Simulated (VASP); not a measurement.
# Cd3HgSe4 (I-42m) in VASP: a series of runs, part 2 of 2

VASP 6.6.1. Earlier steps stand in the parts before.

## 3. Single point, PBE

This run uses another cell than the first one, of 26.51 Å³/atom.

Contents of INCAR:

```
ALGO = Normal ; EDIFF = 1E-7
ENCUT = 520 ; GGA = PE
ISIF = 2 ; ISMEAR = 0
LASPH = True ; LCHARG = True
LELF = True ; LREAL = False
LVHAR = True ; LWAVE = False
NBANDS = 46 ; NELM = 80
PREC = Accurate ; SIGMA = 0.1
```

Contents of KPOINTS:

```
k-points
0
Gamma
  4 4 4
```

Contents of POSCAR:

```
Cd3HgSe4
1.0
   -2.9816376200      2.9816376200      5.9632752300
    2.9816376200     -2.9816376200      5.9632752300
    2.9816376200      2.9816376200     -5.9632752300
Cd Hg Se
3 1 4
Direct
    0.5000000000      0.5000000000      0.0000000000
    0.2500000000      0.7500000000      0.5000000000
    0.7500000000      0.2500000000      0.5000000000
    0.0000000000      0.0000000000      0.0000000000
    0.8750000000      0.8750000000      0.5000000000
    0.3750000000      0.3750000000      0.5000000000
    0.1250000000      0.6250000000      0.0000000000
    0.6250000000      0.1250000000      0.0000000000
```

Potentials or basis: VASP PAW PBE potentials, release 64 (Cd, Hg, Se).

Launch:

```bash
$ cat potpaw_PBE.64/Cd/POTCAR potpaw_PBE.64/Hg/POTCAR potpaw_PBE.64/Se/POTCAR > POTCAR
$ mpirun -np 1 vasp_std > vasp.out
```

OUTCAR:

```text
EDIFF = 1E-7
   ENCUT = 520
   GGA = PE
   ISIF = 2
   ISMEAR = 0
   LASPH = True
   LREAL = False
   NELM = 80
   PREC = Accurate

 ion  position               nearest neighbor table
   1  0.500  0.500  0.000-   5 2.58   7 2.58   8 2.58   6 2.58
   2  0.250  0.750  0.500-   5 2.58   6 2.58   8 2.58   7 2.58
   3  0.750  0.250  0.500-   5 2.58   6 2.58   7 2.58   8 2.58
   4  0.000  0.000  0.000-   6 2.58   7 2.58   8 2.58   5 2.58
   5  0.875  0.875  0.500-   2 2.58   3 2.58   4 2.58   1 2.58
   6  0.375  0.375  0.500-   1 2.58   2 2.58   3 2.58   4 2.58
   7  0.125  0.625  0.000-   1 2.58   2 2.58   4 2.58   3 2.58
   8  0.625  0.125  0.000-   1 2.58   3 2.58   4 2.58   2 2.58

  LATTYP: Found a body centered tetragonal cell.
 ALAT       =     5.9632752400
 C/A-ratio  =     1.9999999966

  Lattice vectors:

 A1 = (  -2.9816376200,   2.9816376200,   5.9632752300)
 A2 = (   2.9816376200,  -2.9816376200,   5.9632752300)
 A3 = (   2.9816376200,   2.9816376200,  -5.9632752300)

Analysis of symmetry for initial positions (statically):
=====================================================================
 Subroutine PRICEL returns:
 Original cell was already a primitive cell.

 Routine SETGRP: Setting up the symmetry group for a
 body centered tetragonal supercell.

 Subroutine GETGRP returns: Found  8 space group operations
 (whereof  8 operations were pure point group operations)
 out of a pool of 16 trial point group operations.

The static configuration has the point symmetry D_2d.

Analysis of symmetry for dynamics (positions and initial velocities):
=====================================================================
 Subroutine PRICEL returns:
 Original cell was already a primitive cell.

 Routine SETGRP: Setting up the symmetry group for a
 body centered tetragonal supercell.

 Subroutine GETGRP returns: Found  8 space group operations
 (whereof  8 operations were pure point group operations)
 out of a pool of 16 trial point group operations.

The dynamic configuration has the point symmetry D_2d.

 Subroutine INISYM returns: Found  8 space group operations
 (whereof  8 operations are pure point group operations),
 and found     1 'primitive' translations

----------------------------------------------------------------------------------------

                                     Primitive cell

  volume of cell :     212.0580

  direct lattice vectors                    reciprocal lattice vectors
    -2.981637620  2.981637620  5.963275230     0.000000000  0.167693081  0.083846541
     2.981637620 -2.981637620  5.963275230     0.167693081  0.000000000  0.083846541
     2.981637620  2.981637620 -5.963275230     0.167693081  0.167693081  0.000000000

  length of vectors
     7.303490759  7.303490759  7.303490759     0.187486565  0.187486565  0.237153830

  position of ions in fractional coordinates (direct lattice)
     0.500000000  0.500000000  0.000000000
     0.250000000  0.750000000  0.500000000
     0.750000000  0.250000000  0.500000000
[... 48 lines left out ...]
  0.250000  0.250000 -0.000000      8.000000
  0.500000  0.250000 -0.000000     16.000000
 -0.250000  0.250000  0.000000      4.000000
  0.500000  0.500000 -0.000000      2.000000
  0.250000  0.250000  0.250000      2.000000
 -0.250000  0.250000  0.250000      4.000000
  0.500000  0.500000  0.250000      4.000000
 -0.250000  0.500000  0.250000      8.000000
 -0.250000 -0.250000  0.250000      2.000000
  0.500000  0.500000  0.500000      1.000000
   k-points           NKPTS =     13   k-points in BZ     NKDIM =     13   number of bands    NBANDS=     46
   number of dos      NEDOS =    301   number of ions     NIONS =      8
   total plane-waves  NPLWV = 157464
   dimension x,y,z NGX =    54 NGY =   54 NGZ =   54
   dimension x,y,z NGXF=   108 NGYF=  108 NGZF=  108
   ions per type =               3   1   4
   NGX,Y,Z   is equivalent  to a cutoff of  12.29, 12.29, 12.29 a.u.
   NGXF,Y,Z  is equivalent  to a cutoff of  24.58, 24.58, 24.58 a.u.
 SYSTEM =  unknown system
   PREC   = accura    normal or accurate (medium, high low for compatibility)
   ISTART =      0    job   : 0-new  1-cont  2-samecut
   ICHARG =      2    charge: 1-file 2-atom 10-const
   ISPIN  =      1    spin polarized calculation?
   LNONCOLLINEAR =      F non collinear calculations
   LSORBIT =      F    spin-orbit coupling
   LASPH  =      T    aspherical Exc in radial PAW
   ENCUT  =  520.0 eV  38.22 Ry    6.18 a.u.  13.58 13.58 13.58*2*pi/ulx,y,z
   NELM   =     80;   NELMIN=  2; NELMDL= -5     # of ELM steps
   EDIFF  = 0.1E-06   stopping-criterion for ELM
   LREAL  =      F    real-space projection
   EDIFFG = 0.1E-05   stopping-criterion for IOM
   NSW    =      0    number of steps for IOM
   IBRION =     -1    ionic relax: 0-MD 1-quasi-New 2-CG
   NFREE  =      0    steps in history (QN), initial steepest desc. (CG)
   ISIF   =      2    stress and relaxation
   ISYM   =      2    0-nonsym 1-usesym 2-fastsym
   POTIM  = 0.5000    time-step for ionic-motion
   TEBEG  =    0.0;   TEEND  =   0.0 temperature during run
   PSTRESS=    0.0 pullay stress
   NELECT =      72.0000    total number of electrons
   NUPDOWN=      -1.0000    fix difference up-down
   EMIN   =  10.00;   EMAX   =-10.00  energy-range for DOS
   EFERMI =   0.00;   METHOD = LEGACY
   ISMEAR =     0;   SIGMA  =   0.10  broadening in eV -4-tet -1-fermi 0-gaus
   EFERMI_NEDOS =   21; number of points for ismear=-14 and -15
   IALGO  =     38    algorithm
   IMIX   =      4    mixing-type and parameters
     AMIX     =   0.40;   BMIX     =  1.00
     AMIX_MAG =   1.60;   BMIX_MAG =  1.00
  volume/ion in A,a.u.               =      26.51       178.88
  Fermi-wavevector in a.u.,A,eV,Ry     =   1.142091  2.158240 17.747065  1.304372
  Thomas-Fermi vector in A             =   2.278790
   LORBIT       =      0    0 simple, 1 ext, 2 COOP (PROOUT), +10 PAW based schemes
   GGA     = PE    functional components
   LHFCALC =     F    Hartree Fock is set to
   AEXX    =    0.0000 exact exchange contribution
   IVDW    =     0    specifies the selected vdW correction
   LEPSILON=     F    determine dielectric tensor
   LRPA    =     F    only Hartree local field effects (RPA)
 non-spin polarized calculation
 Gauss-broadening in eV      SIGMA  =   0.10
  energy-cutoff  :      520.00
  volume of cell :      212.06
 maximum number of plane-waves:      5772
   NGX = 27   NGY = 27   NGZ = 27

 number of electron      71.9999994 magnetization

 Free energy of the ion-electron system (eV)
  ---------------------------------------------------
  ext. energy  EPLUGINS =         0.00000000
  ---------------------------------------------------
  free energy    TOTEN  =       -19.93494553 eV

  energy without entropy =      -19.93473545  energy(sigma->0) =      -19.93484049

 E-fermi :   1.8485     XC(G=0):  -9.2010

 val. band max:        1.6714320486   @ k =   0.0000   0.0000   0.0000
 cond. band min:       1.9968878068   @ k =   0.0000   0.0000   0.0000
 fundamental gap:      0.3254557582
 Fermi energy:         1.8485425469

 k-point     1 :       0.0000    0.0000    0.0000
  band No.  band energies     occupation
      1     -11.5293      2.00000
      2     -10.9213      2.00000
      3     -10.9213      2.00000
      4     -10.9199      2.00000
      5      -6.5740      2.00000
      6      -6.5740      2.00000
[... 626 lines left out ...]
     45       9.3210      0.00000
     46       9.3422      0.00000

------------------------ aborting loop because EDIFF is reached ----------------------------------------

  FORCE on cell =-STRESS in cart. coord.  units (eV):
  Direction    XX          YY          ZZ          XY          YZ          ZX
  --------------------------------------------------------------------------------------
  -------------------------------------------------------------------------------------
  Total       10.1669326     10.1669326     10.1724765      0.0000000      0.0000000     -0.0000000
  in kB       76.8149873     76.8149873     76.8568736      0.0000000      0.0000000     -0.0000000
  external PRESSURE =      76.8289494 kB  Pullay stress =       0.0000000 kB

 VOLUME and BASIS-vectors are now :
 -----------------------------------------------------------------------------
  energy-cutoff  :      520.00
  volume of cell :      212.06
      direct lattice vectors                 reciprocal lattice vectors
    -2.981637620  2.981637620  5.963275230     0.000000000  0.167693081  0.083846541
     2.981637620 -2.981637620  5.963275230     0.167693081  0.000000000  0.083846541
     2.981637620  2.981637620 -5.963275230     0.167693081  0.167693081  0.000000000

 POSITION                                       TOTAL-FORCE (eV/Angst)
 -----------------------------------------------------------------------------------
      0.00000      0.00000      5.96328         0.000000      0.000000      0.000000
      2.98164      0.00000      2.98164         0.000000      0.000000      0.000000
      0.00000      2.98164      2.98164         0.000000      0.000000      0.000000
      0.00000      0.00000      0.00000        -0.000000     -0.000000      0.000000
      1.49082      1.49082      7.45409        -0.119559     -0.119559      0.123463
      1.49082      1.49082      1.49082         0.119559      0.119559      0.123463
      1.49082     -1.49082      4.47246        -0.119559      0.119559     -0.123463
     -1.49082      1.49082      4.47246         0.119559     -0.119559     -0.123463
 -----------------------------------------------------------------------------------
    total drift:                               -0.000007     -0.000007     -0.000006

  FREE ENERGIE OF THE ION-ELECTRON SYSTEM (eV)
  ---------------------------------------------------
  free  energy   TOTEN  =       -19.9349455302 eV

  energy  without entropy=      -19.9347354506  energy(sigma->0) =      -19.93484049
```

Run time: 6.6 min. Hardware: 1 thread of Intel Xeon 8259CL, shared host; peak memory 0.46 GiB.

Results:

```
Free energy            : -19.9349 eV
Pressure               : 7.7 GPa
Largest force          : 0.209 eV/Å
Band gap on the k mesh : 0.33 eV
```

Forces on the atoms (eV/Å):
```
Cd   0.000  0.000  0.000
Cd   0.000  0.000  0.000
Cd   0.000  0.000  0.000
Hg   0.000  0.000  0.000
Se  -0.120 -0.120  0.123
Se   0.120  0.120  0.123
Se  -0.120  0.120 -0.123
Se   0.120 -0.120 -0.123
```

Caveat: the cell stands under pressure; spin-orbit coupling is left out, which moves the levels of the heavy elements.

## 4. Single point, PBE

This run uses another cell than the first one, of 30.12 Å³/atom.

Contents of INCAR:

```
ALGO = Normal
EDIFF = 1E-6
ENCUT = 520
GGA = PE
ISIF = 2
ISMEAR = 0
LASPH = True
LCHARG = False
LREAL = False
LWAVE = False
NBANDS = 46
NELM = 100
PREC = Accurate
SIGMA = 0.1
```

KPOINTS is that of step 3.

Contents of POSCAR:

```
Cd3HgSe4
1.0
   -3.1110957382      3.1110957382      6.2233302036
    3.1110957382     -3.1110957382      6.2233302036
    3.1110957382      3.1110957382     -6.2233302036
Cd Hg Se
3 1 4
Direct
    0.5000000000      0.5000000000      0.0000000000
    0.2500000000      0.7500000000      0.5000000000
    0.7500000000      0.2500000000      0.5000000000
    0.0000000000      0.0000000000      0.0000000000
    0.8738912053      0.8738912053      0.4958200059
    0.3780711995      0.3780711995      0.5041799941
    0.1261087947      0.6219288005      0.0000000000
    0.6219288005      0.1261087947      0.0000000000
```

Launch:

```bash
$ cat potpaw_PBE.64/Cd/POTCAR potpaw_PBE.64/Hg/POTCAR potpaw_PBE.64/Se/POTCAR > POTCAR
$ mpirun -np 1 vasp_std > vasp.out
```

Wall time 6.4 min (1 thread of Intel Xeon 8259CL, shared host); peak memory 0.56 GiB.

The run converged. Its results:

- Free energy: -20.5569 eV
- Pressure: 0.0 GPa
- Largest force: 0.016 eV/Å
- Band gap on the k mesh: 0.10 eV

Forces in eV/Å, atoms in the order of the input:
```
Cd   0.000  0.000  0.000
Cd   0.000  0.000  0.000
Cd   0.000  0.000  0.000
Hg   0.000  0.000  0.000
Se   0.010  0.010 -0.009
Se  -0.010 -0.010 -0.009
Se   0.010 -0.010  0.009
Se  -0.010  0.010  0.009
```

Levels at points of the mesh, in eV from the valence-band top:
```csv
k point,band 33,band 34,band 35,band 36,band 37,band 38,band 39,band 40
"(0.00, 0.00, 0.00)",-1.72,0.00,0.00,0.00,0.10,3.24,3.27,4.35
"(0.50, 0.00, 0.00)",-1.28,-1.25,-0.78,-0.66,2.61,3.14,3.87,4.11
"(0.50, 0.50, 0.00)",-0.74,-0.67,-0.63,-0.61,1.64,2.23,3.22,3.46
"(0.50, 0.50, 0.50)",-1.03,-1.03,-0.87,-0.87,2.44,3.00,3.24,3.24
```

Caveat: spin-orbit coupling is left out, which moves the levels of the heavy elements.

## 5. The runs side by side

| cell | k mesh | smearing | gap on the mesh (eV) | pressure (GPa) | largest force (eV/Å) |
| --- | --- | --- | --- | --- | --- |
| a = 7.609 Å, angles 131.8, 131.8, 70.5°, 8 atoms, atomic positions A | 8 × 8 × 8 | gaussian 0.01 eV | 0.10 | 0.2 | - |
| a = 7.303 Å, angles 131.8, 131.8, 70.5°, 8 atoms, atomic positions B | 4 × 4 × 4 | gaussian 0.1 eV | 0.33 | 7.7 | 0.21 |
| a = 7.622 Å, angles 131.8, 131.8, 70.5°, 8 atoms, atomic positions C | 4 × 4 × 4 | gaussian 0.1 eV | 0.10 | 0.0 | 0.02 |

Alike in all rows: task single point; level PBE; potentials or basis VASP PAW PBE potentials, release 64 (Cd, Hg, Se); no spin polarisation; cutoff (eV) 520.

Caveats: spin-orbit coupling is left out, which moves the levels of the heavy elements; the cell stands under pressure (at least some runs).

Total energies depend on the potentials used, so only differences within one code and one set of settings carry meaning.
